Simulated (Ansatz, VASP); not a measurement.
## One calculation of MgZr2H6, two programs

The input INCAR:

```
PREC = Accurate ; ENCUT = 520
EDIFF = 1E-6 ; ISMEAR = 0
SIGMA = 0.1 ; LREAL = F
LASPH = T ; NELM = 150
ALGO = Normal ; ISIF = 2
LWAVE = F ; LCHARG = T
ISPIN = 2 ; MAGMOM = 0 1 1 0 0 0 0 0 0
LORBIT = 11 ; LMAXMIX = 4
GGA = PE ; LELF = T
LVHAR = T ; NBANDS = 30
```

File KPOINTS:

```
Automatic mesh
0
Gamma
  6 6 6
```

File POSCAR:

```
MgZr2H6
1.0
    5.3962983397      0.0000000000      0.0000000000
   -2.6981491698      4.6733314485      0.0000000000
    0.0000000000      0.0000000000      3.1862081814
Mg Zr H
1 2 6
Direct
    0.0000000000      0.0000000000      0.5000000000
    0.3333333333      0.6666666667      0.7418636940
    0.6666666667      0.3333333333      0.2581363060
    0.8067694951      0.6135389902      0.7555088220
    0.3864610098      0.1932305049      0.7555088220
    0.8067694951      0.1932305049      0.7555088220
    0.1932305049      0.3864610098      0.2444911780
    0.6135389902      0.8067694951      0.2444911780
    0.1932305049      0.8067694951      0.2444911780
```

Input for Ansatz:

```yaml
crystal:
  lattice:
    - [5.3962983397, 0.0, 0.0]
    - [-2.6981491698, 4.6733314485, 0.0]
    - [0.0, 0.0, 3.1862081814]
  atoms:
    - { symbol: Mg, position: [0.0, 0.0, 0.5] }
    - { symbol: Zr, position: [0.3333333333, 0.6666666667, 0.741863694], spin: 1.0 }
    - { symbol: Zr, position: [0.6666666667, 0.3333333333, 0.258136306], spin: 1.0 }
    - { symbol: H, position: [0.8067694951, 0.6135389902, 0.755508822] }
    - { symbol: H, position: [0.3864610098, 0.1932305049, 0.755508822] }
    - { symbol: H, position: [0.8067694951, 0.1932305049, 0.755508822] }
    - { symbol: H, position: [0.1932305049, 0.3864610098, 0.244491178] }
    - { symbol: H, position: [0.6135389902, 0.8067694951, 0.244491178] }
    - { symbol: H, position: [0.1932305049, 0.8067694951, 0.244491178] }
basis:
  ecutwfc: 420
kpoints:
  mp_grid: { grid: [6, 6, 6] }
hamiltonian:
  xc: pbe
scf:
  occupations: { method: gaussian, width: 0.1 }
  lower_state_search: "off"
output:
  forces: true
  stress: true
  eigenvalues: true
  populations: true
magnetization:
  spin_polarized: true
```

Alike in both runs: task single point; functional PBE; k mesh 6 × 6 × 6; occupations gaussian, width 0.1 eV; collinear spin.

|  | VASP | Ansatz |
| --- | --- | --- |
| version | VASP 6.6.1 | Ansatz 0.2.0 |
| potentials or method | VASP PAW PBE potentials, release 64 (Mg, Zr_sv, H), cutoff 520 eV | scalar-relativistic, plane waves, PAW |
| valence electrons in the cell | 32 | 40 |

Ansatz gave:

```
gap on the k mesh at the Fermi level (eV)                     : none
pressure (GPa)                                                : -0.1
traceless stress, the component that is largest in VASP (GPa) : -0.20
rms of the force components (eV/Å)                            : 0.014
net moment per atom (μB)                                      : 0.00
```

Question: Estimate VASP's values.

Answer: gap on the k mesh at the Fermi level (eV): none; pressure (GPa): -0.2; traceless stress, the component that is largest in VASP (GPa): -0.13; rms of the force components (eV/Å): 0.013; net moment per atom (μB): 0.00.

Atom by atom the forces differ by 0.003 eV/Å (rms over components). A gap of «none» marks a metal or a gap that the smearing closes. With one functional, cell and mesh, what is left measures potentials, basis and numerics. VASP's potentials hold 32 valence electrons a cell and Ansatz's 40, so a difference there can come from the potentials and not from the codes. Ansatz's warnings: seeded moment not kept.
